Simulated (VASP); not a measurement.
# Ga (P2_1/m) in VASP: notebook

Ga is run at these levels: revPBE, BLYP, PBE0; tasks: relaxation of cell and atoms, single point.

Everything below comes from runs of VASP 6.6.1. Logs are shortened: lines on timing, memory, paths and dates and some standing lists are left out, and cuts for length are marked.

### 1 The cell of the first run

It takes space group P2_1/m (No. 11, monoclinic). Conventional cell: a = 2.778 Å, b = 3.282 Å, c = 4.210 Å, α = 90.00°, β = 108.61°, γ = 90.00°. Within 3.6 Å of Ga (site symmetry m) lie 10 Ga at 2.71 to 3.28 Å.

### 2 Relaxation of cell and atoms, revPBE

INCAR reads:

```
SYSTEM = Ga
ALGO     = Fast           ! electronic algorithm
EDIFF    = 1E-6           ! SCF threshold, eV
EDIFFG   = -0.01          ! ionic threshold
ENCUT    = 600            ! plane-wave cutoff, eV
GGA      = RE             ! functional
IBRION   = 2              ! ionic algorithm
ISIF     = 3              ! what is computed and relaxed
ISMEAR   = -1             ! smearing method
LASPH    = .True.         ! aspherical terms in the spheres
LCHARG   = .False.        ! write CHGCAR
LREAL    = .False.        ! projectors in reciprocal space
LWAVE    = .False.        ! write WAVECAR
NELM     = 60             ! most SCF steps
NSW      = 60             ! ionic steps
PREC     = Accurate       ! precision mode
SIGMA    = 0.05           ! smearing width, eV
```

KPOINTS reads:

```
k-points
0
Gamma
  10 8 7
  0 0 0
```

POSCAR reads:

```
Ga
1.0
    2.7784220849      0.0000000000      0.0000000000
    0.0000000000      3.2816087900      0.0000000000
   -1.3434310986      0.0000000000      3.9902731763
Ga
2
Direct
    0.1345962700      0.7500000000      0.7701668300
    0.8654037300      0.2500000000      0.2298331700
```

Potentials or basis: VASP PAW PBE potentials, release 64 (Ga_d).

Command:

```console
$ cat potpaw_PBE.64/Ga_d/POTCAR > POTCAR
$ mpirun -np 1 vasp_std > vasp.out
```

OUTCAR:

```text
SYSTEM = Ga
   EDIFF = 1E-6
   EDIFFG = -0.01
   ENCUT = 600
   GGA = RE
   IBRION = 2
   ISIF = 3
   ISMEAR = -1
   LASPH = .True.
   LREAL = .False.
   NELM = 60
   NSW = 60
   PREC = Accurate

 ion  position               nearest neighbor table
   1  0.135  0.750  0.770-   2 2.71   2 2.71   2 2.81   2 2.81   2 2.84   2 2.84
   2  0.865  0.250  0.230-   1 2.71   1 2.71   1 2.81   1 2.81   1 2.84   1 2.84

  LATTYP: Found a simple monoclinic cell.
 ALAT       =     2.7784220849
 B/A-ratio  =     1.1811052064
 C/A-ratio  =     1.5153762184
 COS(beta)  =    -0.3190778872

  Lattice vectors:

 A1 = (   2.7784220849,   0.0000000000,   0.0000000000)
 A2 = (   0.0000000000,   3.2816087900,   0.0000000000)
 A3 = (  -1.3434310986,   0.0000000000,   3.9902731763)

Analysis of symmetry for initial positions (statically):
=====================================================================
 Subroutine PRICEL returns:
 Original cell was already a primitive cell.

 Routine SETGRP: Setting up the symmetry group for a
 simple monoclinic supercell.

 Subroutine GETGRP returns: Found  4 space group operations
 (whereof  2 operations were pure point group operations)
 out of a pool of  4 trial point group operations.

The static configuration has the point symmetry S_2 .
 The point group associated with its full space group is C_2h.

Analysis of symmetry for dynamics (positions and initial velocities):
=====================================================================
 Subroutine PRICEL returns:
 Original cell was already a primitive cell.

 Routine SETGRP: Setting up the symmetry group for a
 simple monoclinic supercell.

 Subroutine GETGRP returns: Found  4 space group operations
 (whereof  2 operations were pure point group operations)
 out of a pool of  4 trial point group operations.

The dynamic configuration has the point symmetry S_2 .
 The point group associated with its full space group is C_2h.

 Subroutine INISYM returns: Found  4 space group operations
 (whereof  2 operations are pure point group operations),
 and found     1 'primitive' translations

----------------------------------------------------------------------------------------

                                     Primitive cell

  volume of cell :      36.3821

  direct lattice vectors                    reciprocal lattice vectors
     2.778422085  0.000000000  0.000000000     0.359916517  0.000000000  0.121175424
     0.000000000  3.281608790  0.000000000     0.000000000  0.304728584  0.000000000
    -1.343431099  0.000000000  3.990273176     0.000000000  0.000000000  0.250609408

  length of vectors
     2.778422085  3.281608790  4.210354752     0.379767538  0.304728584  0.250609408

  position of ions in fractional coordinates (direct lattice)
     0.134596270  0.750000000  0.770166830
     0.865403730  0.250000000  0.229833170

  ion indices of the primitive-cell ions
   primitive index   ion index
                 1           1
                 2           2

----------------------------------------------------------------------------------------

 KPOINTS: k-points

Automatic generation of k-mesh.
 Grid dimensions read from file:
 generate k-points for:   10    8    7

 Generating k-lattice:

  Cartesian coordinates                     Fractional coordinates (reciprocal lattice)
     0.035991652  0.000000000  0.012117542     0.100000000  0.000000000 -0.000000000
     0.000000000  0.038091073  0.000000000     0.000000000  0.125000000  0.000000000
     0.000000000  0.000000000  0.035801344     0.000000000  0.000000000  0.142857143

  Length of vectors
     0.037976754  0.038091073  0.035801344

  Shift w.r.t. Gamma in fractional coordinates (k-lattice)
     0.000000000  0.000000000  0.000000000

 Subroutine IBZKPT returns following result:
 ===========================================

 Found    180 irreducible k-points:

 Following reciprocal coordinates:
            Coordinates               Weight
  0.000000  0.000000  0.000000      1.000000
  0.100000  0.000000  0.000000      2.000000
  0.200000  0.000000  0.000000      2.000000
  0.300000  0.000000  0.000000      2.000000
  0.400000  0.000000 -0.000000      2.000000
  0.500000  0.000000  0.000000      1.000000
[... 16 lines left out ...]
  0.400000  0.375000 -0.000000      4.000000
  0.500000  0.375000  0.000000      2.000000
 [... further k-points ...]
   k-points           NKPTS =    180   k-points in BZ     NKDIM =    180   number of bands    NBANDS=     17
   number of dos      NEDOS =    301   number of ions     NIONS =      2
   total plane-waves  NPLWV =  24192
   dimension x,y,z NGX =    24 NGY =   28 NGZ =   36
   dimension x,y,z NGXF=    48 NGYF=   56 NGZF=   72
   ions per type =               2
   NGX,Y,Z   is equivalent  to a cutoff of  14.36, 14.18, 14.21 a.u.
   NGXF,Y,Z  is equivalent  to a cutoff of  28.72, 28.37, 28.43 a.u.
 SYSTEM =  Ga
   PREC   = accura    normal or accurate (medium, high low for compatibility)
   ISTART =      0    job   : 0-new  1-cont  2-samecut
   ICHARG =      2    charge: 1-file 2-atom 10-const
   ISPIN  =      1    spin polarized calculation?
   LNONCOLLINEAR =      F non collinear calculations
   LSORBIT =      F    spin-orbit coupling
   LASPH  =      T    aspherical Exc in radial PAW
   ENCUT  =  600.0 eV  44.10 Ry    6.64 a.u.   5.55  6.55  8.41*2*pi/ulx,y,z
   NELM   =     60;   NELMIN=  2; NELMDL= -5     # of ELM steps
   EDIFF  = 0.1E-05   stopping-criterion for ELM
   LREAL  =      F    real-space projection
   EDIFFG = -.1E-01   stopping-criterion for IOM
   NSW    =     60    number of steps for IOM
   IBRION =      2    ionic relax: 0-MD 1-quasi-New 2-CG
   NFREE  =      1    steps in history (QN), initial steepest desc. (CG)
   ISIF   =      3    stress and relaxation
   ISYM   =      2    0-nonsym 1-usesym 2-fastsym
   POTIM  = 0.5000    time-step for ionic-motion
   TEBEG  =    0.0;   TEEND  =   0.0 temperature during run
   PSTRESS=    0.0 pullay stress
   NELECT =      26.0000    total number of electrons
   NUPDOWN=      -1.0000    fix difference up-down
   EMIN   =  10.00;   EMAX   =-10.00  energy-range for DOS
   EFERMI =   0.00;   METHOD = LEGACY
   ISMEAR =    -1;   SIGMA  =   0.05  broadening in eV -4-tet -1-fermi 0-gaus
   EFERMI_NEDOS =   21; number of points for ismear=-14 and -15
   IALGO  =     68    algorithm
   IMIX   =      4    mixing-type and parameters
     AMIX     =   0.40;   BMIX     =  1.00
     AMIX_MAG =   1.60;   BMIX_MAG =  1.00
  volume/ion in A,a.u.               =      18.19       122.76
  Fermi-wavevector in a.u.,A,eV,Ry     =   1.463648  2.765894 29.147302  2.142266
  Thomas-Fermi vector in A             =   2.579718
   LORBIT       =      0    0 simple, 1 ext, 2 COOP (PROOUT), +10 PAW based schemes
   GGA     = RE    functional components
   LHFCALC =     F    Hartree Fock is set to
   AEXX    =    0.0000 exact exchange contribution
   IVDW    =     0    specifies the selected vdW correction
   LEPSILON=     F    determine dielectric tensor
   LRPA    =     F    only Hartree local field effects (RPA)
 conjugate gradient relaxation of ions
 non-spin polarized calculation
 RMM-DIIS sequential band-by-band and
  energy-cutoff  :      600.00
  volume of cell :       36.38
 maximum number of plane-waves:      1241
 NGX is ok and might be reduce to    24
   NGX = 11   NGY = 13   NGZ = 17

--------------------------------------- Ionic step        1  -------------------------------------------

 number of electron      26.0000008 magnetization

 Free energy of the ion-electron system (eV)
  ---------------------------------------------------
  ext. energy  EPLUGINS =         0.00000000
  ---------------------------------------------------
  free energy    TOTEN  =        -5.16258895 eV

  energy without entropy =       -5.15840088  energy(sigma->0) =       -5.16049492

------------------------ aborting loop because EDIFF is reached ----------------------------------------

  FORCE on cell =-STRESS in cart. coord.  units (eV):
  Direction    XX          YY          ZZ          XY          YZ          ZX
  --------------------------------------------------------------------------------------
  -------------------------------------------------------------------------------------
  Total        1.2378772      0.7833405      1.2022815      0.0000000      0.0000000     -0.0934522
  in kB       54.5130526     34.4963787     52.9455051      0.0000000      0.0000000     -4.1154031
  external PRESSURE =      47.3183121 kB  Pullay stress =       0.0000000 kB
[... 89 lines left out ...]
  FREE ENERGIE OF THE ION-ELECTRON SYSTEM (eV)
  ---------------------------------------------------
  free  energy   TOTEN  =        -5.2090441213 eV

  energy  without entropy=       -5.2055518227  energy(sigma->0) =       -5.20729797

[... ionic steps 4 to 26 ...]

--------------------------------------- Ionic step       27  -------------------------------------------

 number of electron      25.9999999 magnetization

------------------------ aborting loop because EDIFF is reached ----------------------------------------

  FORCE on cell =-STRESS in cart. coord.  units (eV):
  Direction    XX          YY          ZZ          XY          YZ          ZX
  --------------------------------------------------------------------------------------
  -------------------------------------------------------------------------------------
  Total       -0.0177414      0.0099889      0.0037189      0.0000000      0.0000000      0.0107313
  in kB       -0.7182959      0.4044222      0.1505670      0.0000000      0.0000000      0.4344787
  external PRESSURE =      -0.0544356 kB  Pullay stress =       0.0000000 kB
[... 57 lines left out ...]
  energy  without entropy=       -5.2087195733  energy(sigma->0) =       -5.21077886

--------------------------------------- Ionic step       29  -------------------------------------------

 number of electron      26.0000001 magnetization

 Free energy of the ion-electron system (eV)
  ---------------------------------------------------
  ext. energy  EPLUGINS =         0.00000000
  ---------------------------------------------------
  free energy    TOTEN  =        -5.21286077 eV

  energy without entropy =       -5.20878158  energy(sigma->0) =       -5.21082117

 E-fermi :   5.1239     XC(G=0): -10.6370

 val. band max:        5.1040747943   @ k =   0.2000   0.2500   0.4286
 cond. band min:       5.1654362168   @ k =   0.5000   0.2500   0.0000
 fundamental gap:      0.0613614226
 Fermi energy:         5.1238535164

 k-point     1 :       0.0000    0.0000    0.0000
  band No.  band energies     occupation
      1      -9.9074      2.00000
      2      -9.8934      2.00000
      3      -9.8495      2.00000
      4      -9.8413      2.00000
      5      -9.6474      2.00000
      6      -9.6413      2.00000
[... 9 lines left out ...]
     16      13.4977      0.00000
     17      14.5350      0.00000
[... 443 lines left out ...]
      1      -9.8937      2.00000
      2      -9.8434      2.00000
      3      -9.8147      2.00000
      4      -9.8029      2.00000
      5      -9.6860      2.00000
      6      -9.6369      2.00000
[... 9 lines left out ...]
     16       6.9043      0.00000
     17      10.0515      0.00000

 [... further k-points ...]

------------------------ aborting loop because EDIFF is reached ----------------------------------------

  FORCE on cell =-STRESS in cart. coord.  units (eV):
  Direction    XX          YY          ZZ          XY          YZ          ZX
  --------------------------------------------------------------------------------------
  -------------------------------------------------------------------------------------
  Total       -0.0062095     -0.0070476      0.0051569      0.0000000      0.0000000     -0.0016508
  in kB       -0.2513948     -0.2853259      0.2087794      0.0000000      0.0000000     -0.0668324
  external PRESSURE =      -0.1093138 kB  Pullay stress =       0.0000000 kB
[... 17 lines left out ...]
  FREE ENERGIE OF THE ION-ELECTRON SYSTEM (eV)
  ---------------------------------------------------
  free  energy   TOTEN  =        -5.2128607692 eV

  energy  without entropy=       -5.2087815765  energy(sigma->0) =       -5.21082117

 reached required accuracy - stopping structural energy minimisation
```

Wall time 8.6 min (1 thread of Intel Xeon 6975P-C (Granite Rapids), shared host); peak memory 0.25 GiB.

What came out:

```
Free energy                           : -5.2129 eV
Relaxed volume                        : 19.79 Å³/atom
Relaxed cell                          : a = 2.881 Å, b = 3.297 Å, c = 4.425 Å, α = 90.00°, β = 109.67°, γ = 90.00°
Space group after relaxing (to 0.1 Å) : Cmcm (No. 63)
Energy gained by relaxing             : 25.1 meV/atom
Ionic steps                           : 29
Pressure after relaxing               : 0.0 GPa
Largest force after relaxing          : 0.009 eV/Å
Band gap on the k mesh                : zero (bands 13 and 14 overlap by 8.15 eV)
```

Forces in eV/Å, atoms in the order of the input:
```
Ga  -0.009  0.000  0.001
Ga   0.009  0.000 -0.001
```

Step by step:
```
step  energy change (eV)  largest force (eV/Å)  pressure (GPa)  volume (Å³)
   1              0.0000                0.0885            4.73        36.38
   2             -0.0459                0.0148            0.28        39.28
   3             -0.0465                0.0104           -0.30        39.66
   4             -0.0464                0.0154            0.00        39.56
   5             -0.0481                0.0093            0.05        39.53
   6             -0.0492                0.0123            0.08        39.50
   7             -0.0494                0.0259            0.15        39.43
   8             -0.0496                0.0179            0.11        39.46
   9             -0.0496                0.0172            0.13        39.45
  10             -0.0499                0.0121           -0.11        39.59
  11             -0.0499                0.0133           -0.16        39.59
  12             -0.0500                0.0136            0.22        39.51
  13             -0.0500                0.0208           -0.05        39.52
  14             -0.0500                0.0138            0.05        39.51
  15             -0.0500                0.0162            0.07        39.51
  16             -0.0500                0.0158            0.17        39.51
  17             -0.0501                0.0158            0.04        39.55
  18             -0.0501                0.0153            0.02        39.55
  19             -0.0501                0.0128           -0.12        39.56
  20             -0.0501                0.0134            0.01        39.56
  21             -0.0502                0.0102            0.04        39.57
  22             -0.0502                0.0105           -0.19        39.59
  23             -0.0502                0.0120            0.09        39.57
  24             -0.0502                0.0164           -0.03        39.57
  25             -0.0502                0.0133           -0.02        39.57
  26             -0.0502                0.0125            0.02        39.57
  27             -0.0502                0.0121           -0.01        39.57
  28             -0.0502                0.0110           -0.01        39.57
  29             -0.0503                0.0091           -0.01        39.57
```

Final structure:
```
Ga
1.0
     2.88047    0.00000   -0.03362
     0.00000    3.29723    0.00000
    -1.44075    0.00000    4.18356
Ga
2
Direct
  0.13026 0.75000 0.76837
  0.86974 0.25000 0.23163
```

Caveat: the PAW data sets were made with another functional, which shifts forces and pressure a little.

### 3 Relaxation of cell and atoms, BLYP

INCAR reads:

```
PREC = Accurate
ENCUT = 600
EDIFF = 1E-6
ISMEAR = -1
SIGMA = 0.05
LREAL = F
LASPH = T
NELM = 60
ALGO = Fast
ISIF = 3
LWAVE = F
LCHARG = F
GGA = B5
ALDAX = 1.0
AGGAX = 1.0
AGGAC = 1.0
ALDAC = 0.0
IBRION = 2
NSW = 60
EDIFFG = -0.01
```

KPOINTS reads:

```
Automatic mesh
0
Gamma
  10 8 7
```

POSCAR is that of step 2.

Potentials or basis: VASP PAW PBE potentials, release 64 (Ga_d).

Command:

```console
$ cat potpaw_PBE.64/Ga_d/POTCAR > POTCAR
$ mpirun -np 1 vasp_std > vasp.out
```

It took 4.1 min on 1 thread of Intel Xeon 6975P-C (Granite Rapids), shared host; peak memory 0.24 GiB.

It converged, with:

```
Free energy                           : -4.3111 eV
Relaxed volume                        : 21.68 Å³/atom
Relaxed cell                          : a = 2.984 Å, b = 3.435 Å, c = 4.501 Å, α = 90.00°, β = 109.99°, γ = 90.00°
Space group after relaxing (to 0.1 Å) : Cmcm (No. 63)
Energy gained by relaxing             : 80.7 meV/atom
Ionic steps                           : 8
Pressure after relaxing               : 0.0 GPa
Largest force after relaxing          : 0.007 eV/Å
Band gap on the k mesh                : zero (bands 13 and 14 overlap by 7.22 eV)
```

Forces in eV/Å, atoms in the order of the input:
```
Ga  -0.005  0.000  0.005
Ga   0.005  0.000 -0.005
```

Step by step:
```
step  energy change (eV)  largest force (eV/Å)  pressure (GPa)  volume (Å³)
   1              0.0000                0.1207            8.63        36.38
   2             -0.1522                0.0370            1.54        41.79
   3             -0.1588                0.0268           -0.05        43.31
   4             -0.1604                0.0127            0.04        43.31
   5             -0.1612                0.0106            0.04        43.31
   6             -0.1613                0.0154            0.05        43.30
   7             -0.1613                0.0134            0.05        43.30
   8             -0.1614                0.0069            0.02        43.36
```

Final structure:
```xyz
2
Lattice="2.9843 0.0000 -0.0334 0.0000 3.4351 0.0000 -1.4910 0.0000 4.2469" Properties=species:S:1:pos:R:3 pbc="T T T"
Ga   -0.7497    2.5763    3.2562
Ga    2.2429    0.8588    0.9572
```

Levels at points of the mesh, in eV from the Fermi level:
```
           k point  band 9  band 10  band 11  band 12  band 13  band 14  band 15  band 16  band 17
(0.00, 0.00, 0.00)  -14.75   -14.65   -10.08    -2.02    -1.55     2.01     5.97     7.59     8.51
(0.50, 0.00, 0.00)  -14.69   -14.68    -6.01    -4.57    -1.18    -0.37     5.45     5.71     7.75
(0.00, 0.50, 0.00)  -14.70   -14.70    -6.94    -6.94     1.80     1.80     2.36     2.36     9.39
(0.50, 0.50, 0.00)  -14.68   -14.68    -3.09    -3.09    -1.32    -1.32     1.83     1.83     4.24
```

Caveat: the volume moved by over 15 % at a fixed basis, so the end points are rough; the PAW data sets were made with another functional, which shifts forces and pressure a little.

(Continued in part 2 of 2.)
